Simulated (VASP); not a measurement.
Input of a VASP 6.6.1 run:

Contents of INCAR:

```
SYSTEM = SrTiO3
  PREC = Accurate
  ENCUT = 520
  EDIFF = 1E-6
  ISMEAR = 0
  SIGMA = 0.05
  LREAL = .FALSE.
  LASPH = .TRUE.
  NELM = 60
  ALGO = Normal
  ISIF = 2
  LWAVE = .FALSE.
  LCHARG = .FALSE.
  GGA = PE
  NBANDS = 28
```

KPOINTS

```
regular mesh
0
G
  8 8 8
  0 0 0
```

The input POSCAR:

```
SrTiO3
1.0
    3.9364094381      0.0000000000      0.0000000000
    0.0000000000      3.9364094381      0.0000000000
    0.0000000000      0.0000000000      3.9364094381
Sr Ti O
1 1 3
Direct
   -0.0339210525      0.0000000000      0.0000000000
    0.5535786412      0.5000000000      0.5000000000
    0.0006137998      0.5000000000      0.5000000000
    0.5124287023      0.0000000000      0.5000000000
    0.5124287023      0.5000000000      0.0000000000
```

Potentials or basis: VASP PAW PBE potentials, release 64 (Sr_sv, Ti_sv, O).

The run is started by

```bash
$ cat potpaw_PBE.64/Sr_sv/POTCAR potpaw_PBE.64/Ti_sv/POTCAR potpaw_PBE.64/O/POTCAR > POTCAR
$ mpirun -np 1 vasp_std > vasp.out
```

Problem. Predict the largest force.

Solution. 2.091 eV/Å.

Problem. Predict the band gap on the k mesh.

Solution. 1.88 eV, indirect (least direct gap 2.46 eV).

Stress tensor (GPa, compression positive):
```
9.11 0.00 0.00
0.00 2.92 0.00
0.00 0.00 2.92
```

Caveat: the cell differs from its parent crystal (mode 1 frozen in at -0.058 Å and mode 7 at -0.173 Å (largest displacements)); forces of over 1 eV/Å act on the atoms, so gaps and moduli don't describe the material at rest. A k mesh can miss the band edges.
